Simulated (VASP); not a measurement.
Here is a VASP 6.6.1 calculation.

INCAR

```
  ALGO = Normal
  EDIFF = 1E-6
  ENCUT = 520
  GGA = CA
  ISIF = 2
  ISMEAR = 0
  LASPH = T
  LCHARG = T
  LELF = T
  LREAL = F
  LVHAR = T
  LWAVE = F
  NBANDS = 16
  NELM = 100
  PREC = Accurate
  SIGMA = 0.05
```

Contents of KPOINTS:

```
k-points
0
Gamma
  9 9 9
```

POSCAR

```
SrC2
1.0
    2.6180186239      1.5115137573      2.3066623887
   -2.6180186239      1.5115137573      2.3066623887
    0.0000000000     -3.0230275145      2.3066623887
Sr C
1 2
Direct
    0.0000000000      0.0000000000      0.0000000000
    0.5915580000      0.5915580000      0.5915580000
    0.4084420000      0.4084420000      0.4084420000
```

Potentials or basis: VASP PAW LDA potentials, release 64 (Sr_sv, C).

The run is started by

```bash
$ cat potpaw_LDA.64/Sr_sv/POTCAR potpaw_LDA.64/C/POTCAR > POTCAR
$ mpirun -np 1 vasp_std > vasp.out
```

Task: Predict the pressure.

Result: -7.5 GPa.

Task: Predict the largest force.

Result: 0.310 eV/Å.

Task: Predict the band gap on the k mesh.

Result: 1.82 eV (least direct gap 2.58 eV).

Forces on the atoms (eV/Å):
```
Sr   0.000  0.000  0.000
C    0.000  0.000 -0.310
C    0.000  0.000  0.310
```

Caveat: the cell differs from its parent crystal (strain +0.040 along x and y, +0.000 along z); the cell stands under tension; an odd mesh through Γ misses points on the zone boundary, where band edges can lie.
